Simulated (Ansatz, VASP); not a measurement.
Ca in VASP and in Ansatz

```
CELL_PARAMETERS angstrom
0.00000 2.75597 2.75597
2.75597 0.00000 2.75597
2.75597 2.75597 0.00000
ATOMIC_POSITIONS crystal
Ca 0.00000 0.00000 0.00000
```

Alike in both runs: task single point; functional r2SCAN; k mesh 14 × 14 × 14; occupations gaussian, width 0.05 eV; no spin polarisation.

|  | VASP | Ansatz |
| --- | --- | --- |
| version | VASP 6.6.1 | Ansatz 0.2.0 |
| potentials or method | VASP PAW PBE potentials, release 64 (Ca_sv), cutoff 520 eV | scalar-relativistic, plane waves, PAW |
| valence electrons in the cell | 10 | 10 |

```tsv
	VASP	Ansatz	Ansatz less VASP
gap on the k mesh at the Fermi level (eV)	none	none	-
pressure (GPa)	0.6	0.6	-0.05
```

VASP's potentials were made for PBE, not for r2SCAN. A gap of «none» marks a metal or a gap that the smearing closes.
